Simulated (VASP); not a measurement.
# BN (P1) in VASP: further runs

The runs below take BN through single point, with PBE.

Program: VASP 6.6.1. These are calculated values, not measurements. Logs are shortened: lines on timing, memory, paths and dates and some standing lists are left out, and cuts for length are marked.

**1. The cell of the first run**

The typed cell holds 4 atoms: a = 2.554 Å, b = 2.554 Å, c = 4.227 Å, α = 90.00°, β = 90.00°, γ = 120.00°.

**2. Single point, PBE (atom 1 (B) moved by (-0.300, +0.600) A along x and z)**

INCAR

```
PREC     = Accurate       # precision mode
ENCUT    = 520            # plane-wave cutoff, eV
EDIFF    = 1E-6           # SCF threshold, eV
ISMEAR   = 0              # smearing method
SIGMA    = 0.05           # smearing width, eV
LREAL    = False          # projectors in reciprocal space
LASPH    = True           # aspherical terms in the spheres
NELM     = 100            # most SCF steps
ALGO     = Normal         # electronic algorithm
ISIF     = 2              # what is computed and relaxed
LWAVE    = False          # write WAVECAR
LCHARG   = True           # write CHGCAR
GGA      = PE             # functional
LELF     = True           # ELF
LVHAR    = True         
NBANDS   = 16             # bands
```

KPOINTS

```
Automatic mesh
0
Gamma
  12 12 6
```

POSCAR

```
BN
1.0
    2.5539396017      0.0000000000      0.0000000000
   -1.2769698009      2.2117765748      0.0000000000
    0.0000000000      0.0000000000      4.2268550000
B N
2 2
Direct
    0.5492010853      0.3333333333      1.1416735109
    0.3333333333      0.6666666667      0.4997240000
    0.6666666667      0.3333333333      0.6252760000
    0.3333333333      0.6666666667      0.1252760000
```

Potentials or basis: VASP PAW PBE potentials, release 64 (B, N).

Started as:

```bash
$ cat potpaw_PBE.64/B/POTCAR potpaw_PBE.64/N/POTCAR > POTCAR
$ mpirun -np 1 vasp_std > vasp.out
```

OUTCAR:

```text
PREC = Accurate
   ENCUT = 520
   EDIFF = 1E-6
   ISMEAR = 0
   LREAL = False
   LASPH = True
   NELM = 100
   ISIF = 2
   GGA = PE

 ion  position               nearest neighbor table
   1  0.549  0.333  0.142-   4 1.23   4 1.51   4 1.74   2 1.95   2 2.13
   2  0.333  0.667  0.500-   3 1.57   3 1.57   3 1.57   4 1.58   1 1.95   1 2.13
   3  0.667  0.333  0.625-   2 1.57   2 1.57   2 1.57
   4  0.333  0.667  0.125-   1 1.23   1 1.51   2 1.58   1 1.74

  LATTYP: Found a hexagonal cell.
 ALAT       =     2.5539396017
 C/A-ratio  =     1.6550332659

  Lattice vectors:

 A1 = (   2.5539396017,   0.0000000000,   0.0000000000)
 A2 = (  -1.2769698009,   2.2117765748,   0.0000000000)
 A3 = (   0.0000000000,   0.0000000000,   4.2268550000)

Analysis of symmetry for initial positions (statically):
=====================================================================
 Subroutine PRICEL returns:
 Original cell was already a primitive cell.

 Routine SETGRP: Setting up the symmetry group for a
 hexagonal supercell.

 Subroutine GETGRP returns: Found  1 space group operations
 (whereof  1 operations were pure point group operations)
 out of a pool of 24 trial point group operations.

The static configuration has the point symmetry C_1 .

Analysis of symmetry for dynamics (positions and initial velocities):
=====================================================================
 Subroutine PRICEL returns:
 Original cell was already a primitive cell.

 Routine SETGRP: Setting up the symmetry group for a
 hexagonal supercell.

 Subroutine GETGRP returns: Found  1 space group operations
 (whereof  1 operations were pure point group operations)
 out of a pool of 24 trial point group operations.

The dynamic configuration has the point symmetry C_1 .

 Subroutine INISYM returns: Found  1 space group operations
 (whereof  1 operations are pure point group operations),
 and found     1 'primitive' translations

----------------------------------------------------------------------------------------

                                     Primitive cell

  volume of cell :      23.8764

  direct lattice vectors                    reciprocal lattice vectors
     2.553939602  0.000000000  0.000000000     0.391551938  0.226062617  0.000000000
    -1.276969801  2.211776575  0.000000000     0.000000000  0.452125233  0.000000000
[... 85 lines left out ...]
   LSORBIT =      F    spin-orbit coupling
   LASPH  =      T    aspherical Exc in radial PAW
   ENCUT  =  520.0 eV  38.22 Ry    6.18 a.u.   4.75  4.75  7.86*2*pi/ulx,y,z
   NELM   =    100;   NELMIN=  2; NELMDL= -5     # of ELM steps
   EDIFF  = 0.1E-05   stopping-criterion for ELM
   LREAL  =      F    real-space projection
   EDIFFG = 0.1E-04   stopping-criterion for IOM
   NSW    =      0    number of steps for IOM
   IBRION =     -1    ionic relax: 0-MD 1-quasi-New 2-CG
   NFREE  =      0    steps in history (QN), initial steepest desc. (CG)
   ISIF   =      2    stress and relaxation
   ISYM   =      2    0-nonsym 1-usesym 2-fastsym
   POTIM  = 0.5000    time-step for ionic-motion
   TEBEG  =    0.0;   TEEND  =   0.0 temperature during run
   PSTRESS=    0.0 pullay stress
   NELECT =      16.0000    total number of electrons
   NUPDOWN=      -1.0000    fix difference up-down
   EMIN   =  10.00;   EMAX   =-10.00  energy-range for DOS
   EFERMI =   0.00;   METHOD = LEGACY
   ISMEAR =     0;   SIGMA  =   0.05  broadening in eV -4-tet -1-fermi 0-gaus
   EFERMI_NEDOS =   21; number of points for ismear=-14 and -15
   IALGO  =     38    algorithm
   IMIX   =      4    mixing-type and parameters
     AMIX     =   0.40;   BMIX     =  1.00
     AMIX_MAG =   1.60;   BMIX_MAG =  1.00
  volume/ion in A,a.u.               =       5.97        40.28
  Fermi-wavevector in a.u.,A,eV,Ry     =   1.432600  2.707222 27.923836  2.052344
  Thomas-Fermi vector in A             =   2.552210
   LORBIT       =      0    0 simple, 1 ext, 2 COOP (PROOUT), +10 PAW based schemes
   GGA     = PE    functional components
   LHFCALC =     F    Hartree Fock is set to
   AEXX    =    0.0000 exact exchange contribution
   IVDW    =     0    specifies the selected vdW correction
   LEPSILON=     F    determine dielectric tensor
   LRPA    =     F    only Hartree local field effects (RPA)
 non-spin polarized calculation
 Gauss-broadening in eV      SIGMA  =   0.05
  energy-cutoff  :      520.00
  volume of cell :       23.88
 maximum number of plane-waves:       660
   NGX =  9   NGY =  9   NGZ = 15

 number of electron      16.0000000 magnetization

 Free energy of the ion-electron system (eV)
  ---------------------------------------------------
  ext. energy  EPLUGINS =         0.00000000
  ---------------------------------------------------
  free energy    TOTEN  =       -30.44619184 eV

  energy without entropy =      -30.44619184  energy(sigma->0) =      -30.44619184

 E-fermi :   8.5390     XC(G=0): -12.6920

 val. band max:        8.2961847143   @ k =   0.0833   0.0000   0.0000
 cond. band min:      10.2926573874   @ k =   0.5000   0.5000   0.5000
 fundamental gap:      1.9964726731
 Fermi energy:         8.5390460959

 k-point     1 :       0.0000    0.0000    0.0000
  band No.  band energies     occupation
      1     -14.1119      2.00000
      2      -8.6567      2.00000
      3      -3.2405      2.00000
      4       0.5170      2.00000
      5       5.6777      2.00000
      6       7.3138      2.00000
[... 433 lines left out ...]
      3      -2.0924      2.00000
      4      -1.1281      2.00000
      5       3.1946      2.00000
      6       4.5449      2.00000
[... 8 lines left out ...]
     15      21.5816      0.00000
     16      23.3746      0.00000

 [... further k-points ...]
[... 5 lines left out ...]
  --------------------------------------------------------------------------------------
  -------------------------------------------------------------------------------------
  Total        9.0870577      6.0173350      5.7124397     -5.7144487     -0.6301240      0.8850591
  in kB      609.7680149    403.7806883    383.3213253   -383.4561410    -42.2831554     59.3900424
  external PRESSURE =     465.6233428 kB  Pullay stress =       0.0000000 kB

 VOLUME and BASIS-vectors are now :
 -----------------------------------------------------------------------------
  energy-cutoff  :      520.00
  volume of cell :       23.88
      direct lattice vectors                 reciprocal lattice vectors
     2.553939602  0.000000000  0.000000000     0.391551938  0.226062617  0.000000000
    -1.276969801  2.211776575  0.000000000     0.000000000  0.452125233  0.000000000
     0.000000000  0.000000000  4.226855000     0.000000000  0.000000000  0.236582518

 POSITION                                       TOTAL-FORCE (eV/Angst)
 -----------------------------------------------------------------------------------
      0.97697      0.73726      0.59883        12.226972     -6.186648     -2.806970
     -0.00000      1.47452      2.11226        -0.257122     -0.025310      5.409379
      1.27697      0.73726      2.64295         0.012501     -0.115487     -3.609183
     -0.00000      1.47452      0.52952       -11.982350      6.327446      1.006774
 -----------------------------------------------------------------------------------
    total drift:                               -0.000114      0.000039     -0.000127

  FREE ENERGIE OF THE ION-ELECTRON SYSTEM (eV)
  ---------------------------------------------------
  free  energy   TOTEN  =       -30.4461918436 eV

  energy  without entropy=      -30.4461918436  energy(sigma->0) =      -30.44619184
```

Wall time 4.5 min (1 thread of Intel Xeon 8259CL, shared host); peak memory 0.24 GiB.

What came out:

```yaml
Free_energy: -30.4462 eV
Pressure: 46.6 GPa
Largest_force: 13.988 eV/Å
Band_gap_on_the_k_mesh: 2.00 eV (least direct gap 3.58 eV)
```

Forces in eV/Å, atoms in the order of the input:
```
B    12.227  -6.187  -2.807
B    -0.257  -0.025   5.409
N     0.013  -0.115  -3.609
N   -11.982   6.327   1.007
```

Caveat: the cell differs from its parent crystal (atom 1 (B) moved by (-0.300, +0.600) A along x and z); the stress differs along the axes, from 38 to 61 GPa; forces of over 1 eV/Å act on the atoms, so gaps and moduli don't describe the material at rest.

**3. Single point, PBE (atom 1 (B) moved by (-0.300, -0.300) A along x and z)**

INCAR

```
PREC = Accurate
ENCUT = 520
EDIFF = 1E-6
ISMEAR = 0
SIGMA = 0.05
LREAL = False
LASPH = True
NELM = 100
ALGO = Normal
ISIF = 2
LWAVE = False
LCHARG = False
GGA = PE
NBANDS = 16
```

KPOINTS is that of step 2.

POSCAR: that of step 2 with these lines changed.

```diff
@@ -8,3 +8,3 @@
 Direct
-    0.5492010853      0.3333333333      1.1416735109
+    0.5492010853      0.3333333333      0.9287492445
     0.3333333333      0.6666666667      0.4997240000
```

Potentials or basis: VASP PAW PBE potentials, release 64 (B, N).

Started as:

```bash
$ cat potpaw_PBE.64/B/POTCAR potpaw_PBE.64/N/POTCAR > POTCAR
$ mpirun -np 1 vasp_std > vasp.out
```

OUTCAR:

```text
PREC = Accurate
   ENCUT = 520
   EDIFF = 1E-6
   ISMEAR = 0
   LREAL = False
   LASPH = True
   NELM = 100
   ISIF = 2
   GGA = PE

 ion  position               nearest neighbor table
   1  0.549  0.333  0.929-   3 1.32   4 1.48   4 1.72   4 1.93
   2  0.333  0.667  0.500-   3 1.57   3 1.57   3 1.57   4 1.58
   3  0.667  0.333  0.625-   1 1.32   2 1.57   2 1.57   2 1.57
   4  0.333  0.667  0.125-   1 1.48   2 1.58   1 1.72   1 1.93

  LATTYP: Found a hexagonal cell.
 ALAT       =     2.5539396017
 C/A-ratio  =     1.6550332659

  Lattice vectors:

 A1 = (   2.5539396017,   0.0000000000,   0.0000000000)
 A2 = (  -1.2769698009,   2.2117765748,   0.0000000000)
 A3 = (   0.0000000000,   0.0000000000,   4.2268550000)

Analysis of symmetry for initial positions (statically):
=====================================================================
 Subroutine PRICEL returns:
 Original cell was already a primitive cell.

 Routine SETGRP: Setting up the symmetry group for a
 hexagonal supercell.

 Subroutine GETGRP returns: Found  1 space group operations
 (whereof  1 operations were pure point group operations)
 out of a pool of 24 trial point group operations.

The static configuration has the point symmetry C_1 .

Analysis of symmetry for dynamics (positions and initial velocities):
=====================================================================
 Subroutine PRICEL returns:
 Original cell was already a primitive cell.

 Routine SETGRP: Setting up the symmetry group for a
 hexagonal supercell.

 Subroutine GETGRP returns: Found  1 space group operations
 (whereof  1 operations were pure point group operations)
 out of a pool of 24 trial point group operations.

The dynamic configuration has the point symmetry C_1 .

 Subroutine INISYM returns: Found  1 space group operations
 (whereof  1 operations are pure point group operations),
[... 114 lines left out ...]
   EFERMI =   0.00;   METHOD = LEGACY
   ISMEAR =     0;   SIGMA  =   0.05  broadening in eV -4-tet -1-fermi 0-gaus
   EFERMI_NEDOS =   21; number of points for ismear=-14 and -15
   IALGO  =     38    algorithm
   IMIX   =      4    mixing-type and parameters
     AMIX     =   0.40;   BMIX     =  1.00
     AMIX_MAG =   1.60;   BMIX_MAG =  1.00
  volume/ion in A,a.u.               =       5.97        40.28
  Fermi-wavevector in a.u.,A,eV,Ry     =   1.432600  2.707222 27.923836  2.052344
  Thomas-Fermi vector in A             =   2.552210
   LORBIT       =      0    0 simple, 1 ext, 2 COOP (PROOUT), +10 PAW based schemes
   GGA     = PE    functional components
   LHFCALC =     F    Hartree Fock is set to
   AEXX    =    0.0000 exact exchange contribution
   IVDW    =     0    specifies the selected vdW correction
   LEPSILON=     F    determine dielectric tensor
   LRPA    =     F    only Hartree local field effects (RPA)
 non-spin polarized calculation
 Gauss-broadening in eV      SIGMA  =   0.05
  energy-cutoff  :      520.00
  volume of cell :       23.88
 maximum number of plane-waves:       660
   NGX =  9   NGY =  9   NGZ = 15

 number of electron      16.0000000 magnetization

 Free energy of the ion-electron system (eV)
  ---------------------------------------------------
  ext. energy  EPLUGINS =         0.00000000
  ---------------------------------------------------
  free energy    TOTEN  =       -32.38339015 eV

  energy without entropy =      -32.38339015  energy(sigma->0) =      -32.38339015

 E-fermi :  10.0429     XC(G=0): -12.7668

 val. band max:        9.8155144740   @ k =   0.0000   0.0000   0.0000
 cond. band min:      10.8267861143   @ k =   0.3333   0.3333   0.0000
 fundamental gap:      1.0112716403
 Fermi energy:        10.0429000806

 k-point     1 :       0.0000    0.0000    0.0000
  band No.  band energies     occupation
      1     -13.6836      2.00000
      2      -8.3845      2.00000
      3      -3.8521      2.00000
      4       4.2013      2.00000
      5       4.4870      2.00000
      6       5.2702      2.00000
[... 433 lines left out ...]
      3      -2.9093      2.00000
      4       0.9933      2.00000
      5       2.8838      2.00000
      6       4.2038      2.00000
[... 8 lines left out ...]
     15      21.3141      0.00000
     16      24.3017      0.00000

 [... further k-points ...]
[... 5 lines left out ...]
  --------------------------------------------------------------------------------------
  -------------------------------------------------------------------------------------
  Total        3.4679329      1.7511837      4.9168482      1.0140267      0.6025081     -0.8305998
  in kB      232.7083901    117.5095260    329.9348247     68.0441422     40.4300493    -55.7356612
  external PRESSURE =     226.7175803 kB  Pullay stress =       0.0000000 kB

 VOLUME and BASIS-vectors are now :
 -----------------------------------------------------------------------------
  energy-cutoff  :      520.00
  volume of cell :       23.88
      direct lattice vectors                 reciprocal lattice vectors
     2.553939602  0.000000000  0.000000000     0.391551938  0.226062617  0.000000000
    -1.276969801  2.211776575  0.000000000     0.000000000  0.452125233  0.000000000
     0.000000000  0.000000000  4.226855000     0.000000000  0.000000000  0.236582518

 POSITION                                       TOTAL-FORCE (eV/Angst)
 -----------------------------------------------------------------------------------
      0.97697      0.73726      3.92569         2.058383     -1.321049     13.509691
     -0.00000      1.47452      2.11226        -0.057690      0.105019     -3.884652
      1.27697      0.73726      2.64295        -0.217038     -0.021191     -6.908411
     -0.00000      1.47452      0.52952        -1.783655      1.237221     -2.716629
 -----------------------------------------------------------------------------------
    total drift:                                0.000067     -0.000042     -0.000213

  FREE ENERGIE OF THE ION-ELECTRON SYSTEM (eV)
  ---------------------------------------------------
  free  energy   TOTEN  =       -32.3833901503 eV

  energy  without entropy=      -32.3833901503  energy(sigma->0) =      -32.38339015
```

OSZICAR:

```text
N       E                     dE             d eps       ncg     rms          rms(c)
DAV:   1     0.396051158247E+02    0.39605E+02   -0.83617E+03 13968   0.972E+02
DAV:   2    -0.325544706375E+02   -0.72160E+02   -0.67090E+02 19552   0.230E+02
DAV:   3    -0.348004471851E+02   -0.22460E+01   -0.22398E+01 16032   0.379E+01
DAV:   4    -0.348063941680E+02   -0.59470E-02   -0.59466E-02 17576   0.219E+00
DAV:   5    -0.348064145536E+02   -0.20386E-04   -0.20386E-04 16128   0.118E-01    0.104E+01
DAV:   6    -0.325743664252E+02    0.22320E+01   -0.28783E+00 18488   0.155E+01    0.476E+00
DAV:   7    -0.324191573493E+02    0.15521E+00   -0.39389E-01 18368   0.538E+00    0.294E+00
DAV:   8    -0.323822136184E+02    0.36944E-01   -0.50377E-02 18048   0.193E+00    0.557E-01
DAV:   9    -0.323832829211E+02   -0.10693E-02   -0.37577E-03 17240   0.543E-01    0.153E-01
DAV:  10    -0.323833709450E+02   -0.88024E-04   -0.49026E-04 17488   0.194E-01    0.271E-02
DAV:  11    -0.323833835392E+02   -0.12594E-04   -0.36868E-05 17952   0.624E-02    0.133E-02
DAV:  12    -0.323833894472E+02   -0.59080E-05   -0.64374E-06 15632   0.227E-02    0.680E-03
DAV:  13    -0.323833901503E+02   -0.70311E-06   -0.78727E-07 12296   0.876E-03
   1 F= -.32383390E+02 E0= -.32383390E+02  d E =-.342309E-13
```

stdout:

```text
POSCAR found type information on POSCAR B N
 POSCAR found :  2 types and       4 ions
 scaLAPACK will be used
 LDA part: xc-table for (Slater+PW92), standard interpolation
 POSCAR, INCAR and KPOINTS ok, starting setup
 FFT: planning ... GRIDC
 FFT: planning ... GRID_SOFT
 FFT: planning ... GRID
 WAVECAR not read
 entering main loop
```

Run time: 4.2 min. Hardware: 1 thread of Intel Xeon 8259CL, shared host; peak memory 0.25 GiB.

What came out:

```yaml
Free_energy: -32.3834 eV
Pressure: 22.7 GPa
Largest_force: 13.729 eV/Å
Band_gap_on_the_k_mesh: 1.01 eV (least direct gap 4.10 eV)
```

Forces in eV/Å, atoms in the order of the input:
```
B    2.058 -1.321 13.510
B   -0.058  0.105 -3.885
N   -0.217 -0.021 -6.908
N   -1.784  1.237 -2.717
```

Stress tensor (GPa, compression positive):
```
23.27  6.80 -5.57
 6.80 11.75  4.04
-5.57  4.04 32.99
```

Caveat: the cell differs from its parent crystal (atom 1 (B) moved by (-0.300, -0.300) A along x and z); the stress differs along the axes, from 12 to 33 GPa; forces of over 1 eV/Å act on the atoms, so gaps and moduli don't describe the material at rest. A k mesh can miss the band edges.

(Continued in part 2 of 2.)
